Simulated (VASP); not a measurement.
Here is a VASP 6.6.1 calculation.

Contents of POSCAR:

```
CdSe
1.0
    0.0000000000      3.0702711986      3.0702711986
    3.0702711986      0.0000000000      3.0702711986
    3.0702711986      3.0702711986      0.0000000000
Cd Se
1 1
Direct
    0.0000000000      0.0000000000      0.0000000000
    0.2500000000      0.2500000000      0.2500000000
```

The input INCAR.step1:

```
  PREC = Accurate
  ENCUT = 520
  EDIFF = 1E-5
  ISMEAR = -1
  SIGMA = 0.05
  LREAL = F
  LASPH = T
  NELM = 100
  ALGO = Normal
  ISIF = 2
  LWAVE = T
  GGA = PE
  NBANDS = 16
```

INCAR.step2

```
  PREC = Accurate
  ENCUT = 520
  EDIFF = 1E-7
  ISMEAR = -1
  SIGMA = 0.05
  LREAL = F
  LASPH = T
  NELM = 100
  ALGO = Normal
  ISIF = 2
  LWAVE = F
  LCHARG = T
  GGA = B5
  LHFCALC = T
  AEXX = 0.5
  ALDAX = 0.5
  AGGAX = 0.5
  AGGAC = 1.0
  ALDAC = 0.0
  PRECFOCK = Normal
  LELF = T
  LVHAR = T
  ISTART = 1
  NBANDS = 16
```

KPOINTS

```
Automatic mesh
0
Gamma
  4 4 4
```

Potentials or basis: VASP PAW PBE potentials, release 64 (Cd, Se).

Launch:

```bash
$ cat potpaw_PBE.64/Cd/POTCAR potpaw_PBE.64/Se/POTCAR > POTCAR
$ cp INCAR.step1 INCAR
$ mpirun -np 1 vasp_std > vasp.out
$ cp INCAR.step2 INCAR
$ mpirun -np 1 vasp_std > vasp.out
```

(1) Predict the pressure.

(2) Predict the band gap on the k mesh.

Results:

(1) 1.4 GPa.

(2) 3.88 eV.

Caveat: the k points lie up to 0.44 Å⁻¹ apart; the PAW data sets were made with another functional, which shifts forces and pressure a little.
